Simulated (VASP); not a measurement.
# Ge (Fd-3m) in VASP: settings compared, part 2 of 3

VASP 6.6.1.

## (3) Single point, r2SCAN

This run uses another cell than the first one, of 21.28 Å³/atom, 0.904 times its volume.

Input file POSCAR:

```
Ge
1.0
    0.0000000000      2.7711609388      2.7711609388
    2.7711609388      0.0000000000      2.7711609388
    2.7711609388      2.7711609388      0.0000000000
Ge
2
Direct
    0.7500000000      0.7500000000      0.7500000000
    0.5000000000      0.5000000000      0.5000000000
```

Input file INCAR.step1:

```
PREC = Accurate
ENCUT = 520
ISMEAR = -1
SIGMA = 0.05
LREAL = F
LASPH = T
NELM = 100
NBANDS = 21
GGA = PE
ALGO = Normal
EDIFF = 1E-4
LWAVE = T
LCHARG = F
```

Input file INCAR.step2:

```
PREC = Accurate
ENCUT = 520
EDIFF = 1E-6
ISMEAR = -1
SIGMA = 0.05
LREAL = F
LASPH = T
NELM = 100
ALGO = Normal
ISIF = 2
LWAVE = F
LCHARG = F
METAGGA = R2SCAN
LMIXTAU = T
NBANDS = 21
ISTART = 1
```

Input file KPOINTS:

```
Automatic mesh
0
Gamma
  8 8 8
```

Potentials or basis: VASP PAW PBE potentials, release 64 (Ge_d).

Command:

```console
$ cat potpaw_PBE.64/Ge_d/POTCAR > POTCAR
$ cp INCAR.step1 INCAR
$ mpirun -np 1 vasp_std > vasp.out
$ cp INCAR.step2 INCAR
$ mpirun -np 1 vasp_std > vasp.out
```

OUTCAR:

```text
PREC = Accurate
   ENCUT = 520
   EDIFF = 1E-6
   ISMEAR = -1
   LREAL = F
   LASPH = T
   NELM = 100
   ISIF = 2
   METAGGA = R2SCAN
   ISTART = 1

 ion  position               nearest neighbor table
   1  0.750  0.750  0.750-   2 2.40   2 2.40   2 2.40   2 2.40
   2  0.500  0.500  0.500-   1 2.40   1 2.40   1 2.40   1 2.40

  LATTYP: Found a face centered cubic cell.
 ALAT       =     5.5423218776

  Lattice vectors:

 A1 = (   0.0000000000,   2.7711609388,   2.7711609388)
 A2 = (   2.7711609388,   0.0000000000,   2.7711609388)
 A3 = (   2.7711609388,   2.7711609388,   0.0000000000)

Analysis of symmetry for initial positions (statically):
=====================================================================
 Subroutine PRICEL returns:
 Original cell was already a primitive cell.

 Routine SETGRP: Setting up the symmetry group for a
 face centered cubic supercell.

 Subroutine GETGRP returns: Found 48 space group operations
 (whereof 24 operations were pure point group operations)
 out of a pool of 48 trial point group operations.

The static configuration has the point symmetry T_d .
 The point group associated with its full space group is O_h .

Analysis of symmetry for dynamics (positions and initial velocities):
=====================================================================
 Subroutine PRICEL returns:
 Original cell was already a primitive cell.

 Routine SETGRP: Setting up the symmetry group for a
 face centered cubic supercell.

 Subroutine GETGRP returns: Found 48 space group operations
 (whereof 24 operations were pure point group operations)
 out of a pool of 48 trial point group operations.

The dynamic configuration has the point symmetry T_d .
 The point group associated with its full space group is O_h .

 Subroutine INISYM returns: Found 48 space group operations
 (whereof 24 operations are pure point group operations),
 and found     1 'primitive' translations

----------------------------------------------------------------------------------------

                                     Primitive cell

  volume of cell :      42.5613

  direct lattice vectors                    reciprocal lattice vectors
     0.000000000  2.771160939  2.771160939    -0.180429795  0.180429795  0.180429795
     2.771160939  0.000000000  2.771160939     0.180429795 -0.180429795  0.180429795
     2.771160939  2.771160939  0.000000000     0.180429795  0.180429795 -0.180429795

  length of vectors
     3.919013383  3.919013383  3.919013383     0.312513572  0.312513572  0.312513572

  position of ions in fractional coordinates (direct lattice)
     0.750000000  0.750000000  0.750000000
     0.500000000  0.500000000  0.500000000

  ion indices of the primitive-cell ions
   primitive index   ion index
                 1           1
                 2           2

----------------------------------------------------------------------------------------

 KPOINTS: Automatic mesh

Automatic generation of k-mesh.
 Grid dimensions read from file:
 generate k-points for:    8    8    8

 Generating k-lattice:

  Cartesian coordinates                     Fractional coordinates (reciprocal lattice)
    -0.022553724  0.022553724  0.022553724     0.125000000  0.000000000  0.000000000
     0.022553724 -0.022553724  0.022553724     0.000000000  0.125000000  0.000000000
     0.022553724  0.022553724 -0.022553724     0.000000000  0.000000000  0.125000000

  Length of vectors
     0.039064197  0.039064197  0.039064197

  Shift w.r.t. Gamma in fractional coordinates (k-lattice)
     0.000000000  0.000000000  0.000000000

 Subroutine IBZKPT returns following result:
 ===========================================

 Found     29 irreducible k-points:

 Following reciprocal coordinates:
            Coordinates               Weight
  0.000000  0.000000  0.000000      1.000000
  0.125000  0.000000  0.000000      8.000000
  0.250000  0.000000  0.000000      8.000000
  0.375000  0.000000  0.000000      8.000000
  0.500000  0.000000  0.000000      4.000000
  0.125000  0.125000  0.000000      6.000000
[... 16 lines left out ...]
  0.500000  0.250000  0.125000     48.000000
 -0.375000  0.250000  0.125000     24.000000
 [... further k-points ...]
   k-points           NKPTS =     29   k-points in BZ     NKDIM =     29   number of bands    NBANDS=     21
   number of dos      NEDOS =    301   number of ions     NIONS =      2
   total plane-waves  NPLWV =  27000
   dimension x,y,z NGX =    30 NGY =   30 NGZ =   30
   dimension x,y,z NGXF=    60 NGYF=   60 NGZF=   60
   ions per type =               2
   NGX,Y,Z   is equivalent  to a cutoff of  12.73, 12.73, 12.73 a.u.
   NGXF,Y,Z  is equivalent  to a cutoff of  25.45, 25.45, 25.45 a.u.
 SYSTEM =  unknown system
   PREC   = accura    normal or accurate (medium, high low for compatibility)
   ISTART =      1    job   : 0-new  1-cont  2-samecut
   ICHARG =      0    charge: 1-file 2-atom 10-const
   ISPIN  =      1    spin polarized calculation?
   LNONCOLLINEAR =      F non collinear calculations
   LSORBIT =      F    spin-orbit coupling
   LASPH  =      T    aspherical Exc in radial PAW
   ENCUT  =  520.0 eV  38.22 Ry    6.18 a.u.   7.29  7.29  7.29*2*pi/ulx,y,z
   NELM   =    100;   NELMIN=  2; NELMDL=  0     # of ELM steps
   EDIFF  = 0.1E-05   stopping-criterion for ELM
   LREAL  =      F    real-space projection
   EDIFFG = 0.1E-04   stopping-criterion for IOM
   NSW    =      0    number of steps for IOM
   IBRION =     -1    ionic relax: 0-MD 1-quasi-New 2-CG
   NFREE  =      0    steps in history (QN), initial steepest desc. (CG)
   ISIF   =      2    stress and relaxation
   ISYM   =      2    0-nonsym 1-usesym 2-fastsym
   POTIM  = 0.5000    time-step for ionic-motion
   TEBEG  =    0.0;   TEEND  =   0.0 temperature during run
   PSTRESS=    0.0 pullay stress
   NELECT =      28.0000    total number of electrons
   NUPDOWN=      -1.0000    fix difference up-down
   EMIN   =  10.00;   EMAX   =-10.00  energy-range for DOS
   EFERMI =   0.00;   METHOD = LEGACY
   ISMEAR =    -1;   SIGMA  =   0.05  broadening in eV -4-tet -1-fermi 0-gaus
   EFERMI_NEDOS =   21; number of points for ismear=-14 and -15
   IALGO  =     38    algorithm
   IMIX   =      4    mixing-type and parameters
     AMIX     =   0.40;   BMIX     =  1.00
     AMIX_MAG =   1.60;   BMIX_MAG =  1.00
  volume/ion in A,a.u.               =      21.28       143.61
  Fermi-wavevector in a.u.,A,eV,Ry     =   1.423822  2.690634 27.582678  2.027270
  Thomas-Fermi vector in A             =   2.544379
   LORBIT       =      0    0 simple, 1 ext, 2 COOP (PROOUT), +10 PAW based schemes
   METAGGA = R2SCAN    functional components
   LHFCALC =     F    Hartree Fock is set to
   AEXX    =    0.0000 exact exchange contribution
   IVDW    =     0    specifies the selected vdW correction
   LEPSILON=     F    determine dielectric tensor
   LRPA    =     F    only Hartree local field effects (RPA)
 non-spin polarized calculation
  energy-cutoff  :      520.00
  volume of cell :       42.56
 maximum number of plane-waves:      1162
 NGX is ok and might be reduce to    30
   NGX = 15   NGY = 15   NGZ = 15

 number of electron      27.9999991 magnetization

 Free energy of the ion-electron system (eV)
  ---------------------------------------------------
  ext. energy  EPLUGINS =         0.00000000
  ---------------------------------------------------
  free energy    TOTEN  =       -27.67978532 eV

  energy without entropy =      -27.67976520  energy(sigma->0) =      -27.67977526

 E-fermi :   5.7395     XC(G=0): -11.1457

 val. band max:        5.4332330511   @ k =   0.0000   0.0000   0.0000
 cond. band min:       6.0895571192   @ k =   0.5000   0.0000   0.0000
 fundamental gap:      0.6563240681
 Fermi energy:         5.7395170373

 k-point     1 :       0.0000    0.0000    0.0000
  band No.  band energies     occupation
      1     -20.1628      2.00000
      2     -20.1628      2.00000
      3     -20.1627      2.00000
      4     -20.1180      2.00000
      5     -20.1180      2.00000
      6     -19.8638      2.00000
[... 13 lines left out ...]
     20      15.5271      0.00000
     21      15.5272      0.00000
[... 529 lines left out ...]
 k-point    24 :      -0.3750    0.2500    0.1250
  band No.  band energies     occupation
      1     -20.2182      2.00000
      2     -20.2038      2.00000
      3     -20.1050      2.00000
      4     -20.0413      2.00000
      5     -20.0236      2.00000
      6     -19.9586      2.00000
[... 13 lines left out ...]
     20      17.2705      0.00000
     21      17.9778      0.00000

 [... further k-points ...]

------------------------ aborting loop because EDIFF is reached ----------------------------------------

  FORCE on cell =-STRESS in cart. coord.  units (eV):
  Direction    XX          YY          ZZ          XY          YZ          ZX
  --------------------------------------------------------------------------------------
  -------------------------------------------------------------------------------------
  Total        1.6079171      1.6079171      1.6079171      0.0000000      0.0000000     -0.0000000
  in kB       60.5283739     60.5283739     60.5283739      0.0000000      0.0000000     -0.0000000
  external PRESSURE =      60.5283739 kB  Pullay stress =       0.0000000 kB

 VOLUME and BASIS-vectors are now :
 -----------------------------------------------------------------------------
  energy-cutoff  :      520.00
  volume of cell :       42.56
      direct lattice vectors                 reciprocal lattice vectors
     0.000000000  2.771160939  2.771160939    -0.180429795  0.180429795  0.180429795
     2.771160939  0.000000000  2.771160939     0.180429795 -0.180429795  0.180429795
     2.771160939  2.771160939  0.000000000     0.180429795  0.180429795 -0.180429795

 POSITION                                       TOTAL-FORCE (eV/Angst)
 -----------------------------------------------------------------------------------
      4.15674      4.15674      4.15674         0.000000      0.000000      0.000000
      2.77116      2.77116      2.77116        -0.000000     -0.000000     -0.000000
 -----------------------------------------------------------------------------------
    total drift:                                0.000000     -0.000000     -0.000000

  FREE ENERGIE OF THE ION-ELECTRON SYSTEM (eV)
  ---------------------------------------------------
  free  energy   TOTEN  =       -27.6797853205 eV

  energy  without entropy=      -27.6797651956  energy(sigma->0) =      -27.67977526
```

OUTCAR.step1:

```text
PREC = Accurate
   ENCUT = 520
   ISMEAR = -1
   LREAL = F
   LASPH = T
   NELM = 100
[... 797 lines left out ...]
 -----------------------------------------------------------------------------------
      4.15674      4.15674      4.15674        -0.000000     -0.000000     -0.000000
      2.77116      2.77116      2.77116         0.000000      0.000000      0.000000
 -----------------------------------------------------------------------------------
    total drift:                                0.000000     -0.000000     -0.000000

  FREE ENERGIE OF THE ION-ELECTRON SYSTEM (eV)
  ---------------------------------------------------
  free  energy   TOTEN  =        -8.8952898972 eV

  energy  without entropy=       -8.8951164648  energy(sigma->0) =       -8.89520318
```

Wall time 2 min (1 thread of Intel Xeon Platinum 8488C (Sapphire Rapids), shared host); peak memory 0.17 GiB.

What came out:

| Property | Result |
| --- | --- |
| Free energy | -27.6798 eV |
| Pressure | 6.1 GPa |
| Band gap on the k mesh | 0.66 eV, indirect (least direct gap 1.01 eV) |

Levels at points of the mesh, in eV from the valence-band top:
| k point | band 12 | band 13 | band 14 | band 15 | band 16 | band 17 |
| --- | --- | --- | --- | --- | --- | --- |
| (0.00, 0.00, 0.00) | 0.00 | 0.00 | 0.00 | 1.01 | 2.73 | 2.73 |
| (0.50, 0.00, 0.00) | -8.19 | -1.59 | -1.59 | 0.66 | 4.02 | 4.02 |
| (0.50, 0.50, 0.00) | -9.47 | -3.46 | -3.46 | 0.89 | 0.89 | 10.65 |

Caveat: the PAW data sets were made with another functional, which shifts forces and pressure a little. r2SCAN opens gaps a little over a GGA but as a rule still falls short of measured ones.

## (4) Single point, r2SCAN

This run uses another cell than the first one, of 21.73 Å³/atom, 0.923 times its volume.

Input file POSCAR:

```
Ge
1.0
    0.0000000000      2.7906767997      2.7906767997
    2.7906767997      0.0000000000      2.7906767997
    2.7906767997      2.7906767997      0.0000000000
Ge
2
Direct
    0.7500000000      0.7500000000      0.7500000000
    0.5000000000      0.5000000000      0.5000000000
```

Input file INCAR.step1:

```
ALGO = Normal
EDIFF = 1E-4
ENCUT = 520
GGA = PE
ISMEAR = -1
LASPH = True
LCHARG = False
LREAL = False
LWAVE = True
NBANDS = 21
NELM = 60
PREC = Accurate
SIGMA = 0.05
```

Input file INCAR.step2:

```
ALGO = Normal
EDIFF = 1E-7
ENCUT = 520
ISIF = 2
ISMEAR = -1
ISTART = 1
LASPH = True
LCHARG = False
LMIXTAU = True
LREAL = False
LWAVE = False
METAGGA = R2SCAN
NBANDS = 21
NELM = 60
PREC = Accurate
SIGMA = 0.05
```

Input file KPOINTS:

```
k-points
0
Gamma
  8 8 8
```

Command:

```console
$ cat potpaw_PBE.64/Ge_d/POTCAR > POTCAR
$ cp INCAR.step1 INCAR
$ mpirun -np 1 vasp_std > vasp.out
$ cp INCAR.step2 INCAR
$ mpirun -np 1 vasp_std > vasp.out
```

Wall time 2.7 min (1 thread of Intel Xeon Platinum 8488C (Sapphire Rapids), shared host); peak memory 0.17 GiB.

It converged, with:

```yaml
Free_energy: -27.7085 eV
Pressure: 4.0 GPa
Band_gap_on_the_k_mesh: 0.58 eV, indirect (least direct gap 0.80 eV)
```

Levels at points of the mesh, in eV from the valence-band top:
| k point | band 11 | band 12 | band 13 | band 14 | band 15 | band 16 | band 17 | band 18 |
| --- | --- | --- | --- | --- | --- | --- | --- | --- |
| (0.00, 0.00, 0.00) | -13.64 | 0.00 | 0.00 | 0.00 | 0.80 | 2.73 | 2.73 | 2.73 |
| (0.50, 0.00, 0.00) | -11.34 | -8.07 | -1.55 | -1.55 | 0.58 | 4.01 | 4.01 | 7.68 |
| (0.50, 0.50, 0.00) | -9.38 | -9.38 | -3.38 | -3.38 | 0.92 | 0.92 | 10.46 | 10.46 |

Caveat: the PAW data sets were made with another functional, which shifts forces and pressure a little.

## (5) Single point, r2SCAN

This run uses another cell than the first one, of 22.19 Å³/atom, 0.942 times its volume.

Input file POSCAR:

```
Ge
1.0
    0.0000000000      2.8099234548      2.8099234548
    2.8099234548      0.0000000000      2.8099234548
    2.8099234548      2.8099234548      0.0000000000
Ge
2
Direct
    0.7500000000      0.7500000000      0.7500000000
    0.5000000000      0.5000000000      0.5000000000
```

Input file INCAR.step1:

```
SYSTEM = Ge
PREC = Accurate ; ENCUT = 520
ISMEAR = -1 ; SIGMA = 0.05
LREAL = .False. ; LASPH = .True.
NELM = 100 ; NBANDS = 21
GGA = PE ; ALGO = Normal
EDIFF = 1E-4 ; LWAVE = .True.
LCHARG = .False.
```

Input file INCAR.step2:

```
SYSTEM = Ge
PREC = Accurate ; ENCUT = 520
EDIFF = 1E-6 ; ISMEAR = -1
SIGMA = 0.05 ; LREAL = .False.
LASPH = .True. ; NELM = 100
ALGO = Normal ; ISIF = 2
LWAVE = .False. ; LCHARG = .False.
METAGGA = R2SCAN ; LMIXTAU = .True.
NBANDS = 21 ; ISTART = 1
```

Input file KPOINTS:

```
Automatic mesh
0
Gamma
  8 8 8
  0 0 0
```

Command:

```console
$ cat potpaw_PBE.64/Ge_d/POTCAR > POTCAR
$ cp INCAR.step1 INCAR
$ mpirun -np 1 vasp_std > vasp.out
$ cp INCAR.step2 INCAR
$ mpirun -np 1 vasp_std > vasp.out
```

Wall time 2.4 min (1 thread of Intel Xeon Platinum 8488C (Sapphire Rapids), shared host); peak memory 0.17 GiB.

The run converged. Its results:

```yaml
Free_energy: -27.7266 eV
Pressure: 2.3 GPa
Band_gap_on_the_k_mesh: 0.51 eV, indirect (least direct gap 0.60 eV)
```

Levels at points of the mesh, in eV from the valence-band top:
| k point | band 11 | band 12 | band 13 | band 14 | band 15 | band 16 | band 17 | band 18 |
| --- | --- | --- | --- | --- | --- | --- | --- | --- |
| (0.00, 0.00, 0.00) | -13.47 | 0.00 | 0.00 | 0.00 | 0.60 | 2.72 | 2.72 | 2.72 |
| (0.50, 0.00, 0.00) | -11.22 | -7.97 | -1.52 | -1.52 | 0.51 | 4.01 | 4.01 | 7.67 |
| (0.50, 0.50, 0.00) | -9.30 | -9.30 | -3.30 | -3.30 | 0.95 | 0.95 | 10.28 | 10.28 |

Caveat: the PAW data sets were made with another functional, which shifts forces and pressure a little.

(Continued in part 3 of 3.)
